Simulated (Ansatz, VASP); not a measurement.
## Two plane-wave programs on Sn

```xyz
1
Lattice="0.0000 2.4105 2.4105 2.4105 0.0000 2.4105 2.4105 2.4105 0.0000" Properties=species:S:1:pos:R:3 pbc="T T T"
Sn    0.0000    0.0000    0.0000
```

Alike in both runs: functional PBE; k mesh 8 × 8 × 8; occupations gaussian, width 0.1 eV; no spin polarisation.

Ansatz relaxed the structure, and its values are those at the end. VASP's run is a single point on that final structure, the one shown.

|  | VASP | Ansatz |
| --- | --- | --- |
| version | VASP 6.6.1 | Ansatz 0.2.0 |
| potentials or method | VASP PAW PBE potentials, release 64 (Sn_d), cutoff 500 eV | scalar-relativistic, plane waves, PAW |
| valence electrons in the cell | 14 | 14 |

```tsv
	VASP	Ansatz	Ansatz less VASP
gap on the k mesh at the Fermi level (eV)	none	none	-
pressure (GPa)	0.0	0.0	-0.02
```

A gap of «none» marks a metal or a gap that the smearing closes. With one functional, cell and mesh, what is left measures potentials, basis and numerics.
